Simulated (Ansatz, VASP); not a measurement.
## One calculation of Mn2Al2Cu, two programs

The input INCAR:

```
SYSTEM = Mn2Al2Cu
PREC     = Accurate       ! precision mode
ENCUT    = 520            ! plane-wave cutoff, eV
EDIFF    = 1E-6           ! SCF threshold, eV
ISMEAR   = 0              ! smearing method
SIGMA    = 0.1            ! smearing width, eV
LREAL    = .FALSE.        ! projectors in reciprocal space
LASPH    = .TRUE.         ! aspherical terms in the spheres
NELM     = 150            ! most SCF steps
ALGO     = Fast           ! electronic algorithm
ISIF     = 2              ! what is computed and relaxed
LWAVE    = .FALSE.        ! write WAVECAR
LCHARG   = .FALSE.        ! write CHGCAR
ISPIN    = 2              ! spin polarisation
MAGMOM   = 4 -4 0 0 0     ! initial moments
LORBIT   = 11             ! projections on sites
LMAXMIX  = 4              ! l up to which the mixer works
GGA      = PE             ! functional
NBANDS   = 34             ! bands
```

File KPOINTS:

```
regular mesh
0
G
  6 6 4
  0 0 0
```

POSCAR

```
Mn2Al2Cu
1.0
    4.0325215000      0.0000000000      0.0000000000
   -2.0162607500      3.4922660600      0.0000000000
    0.0000000000      0.0000000000      5.4560472200
Mn Al Cu
2 2 1
Direct
    0.3333333300      0.6666666700      0.0000000000
    0.6666666700      0.3333333300      0.0000000000
    0.0000000000      0.0000000000      0.1586166500
    0.0000000000      0.0000000000      0.8413833500
    0.0000000000      0.0000000000      0.5000000000
```

Input for Ansatz:

```yaml
crystal:
  lattice:
    - [4.0325215, 0.0, 0.0]
    - [-2.01626075, 3.49226606, 0.0]
    - [0.0, 0.0, 5.45604722]
  atoms:
    - { symbol: Mn, position: [0.33333333, 0.66666667, 0.0], spin: 4.0 }
    - { symbol: Mn, position: [0.66666667, 0.33333333, 0.0], spin: -4.0 }
    - { symbol: Al, position: [0.0, 0.0, 0.15861665] }
    - { symbol: Al, position: [0.0, 0.0, 0.84138335] }
    - { symbol: Cu, position: [0.0, 0.0, 0.5] }
basis:
  ecutwfc: 420
kpoints:
  mp_grid: { grid: [6, 6, 4] }
hamiltonian:
  xc: pbe
scf:
  occupations: { method: gaussian, width: 0.1 }
  lower_state_search: "off"
output:
  forces: true
  stress: true
  eigenvalues: true
  populations: true
magnetization:
  spin_polarized: true
```

Alike in both runs: task single point; functional PBE; k mesh 6 × 6 × 4; occupations gaussian, width 0.1 eV; collinear spin.

```csv
,VASP,Ansatz
version,VASP 6.6.1,Ansatz 0.2.0
potentials or method,"VASP PAW PBE potentials, release 64 (Mn_pv, Al, Cu), cutoff 520 eV","scalar-relativistic, plane waves, PAW"
valence electrons in the cell,43,55
```

```csv
,VASP,Ansatz,Ansatz less VASP
gap on the k mesh at the Fermi level (eV),none,none,-
rms of the force components (eV/Å),3.726,3.758,+0.0327
net moment per atom (μB),0.00,0.00,0.000
size of the moment on the site where the two differ most (μB),1.73,1.61,-0.113
```

Site moments also hang on the region over which each program counts them. Atom by atom the forces differ by 0.033 eV/Å (rms over components). A gap of «none» marks a metal or a gap that the smearing closes. The functional is the same, so the differences come from potentials, cutoffs and numerics. VASP's potentials hold 43 valence electrons a cell and Ansatz's 55, so a difference there can come from the potentials and not from the codes.
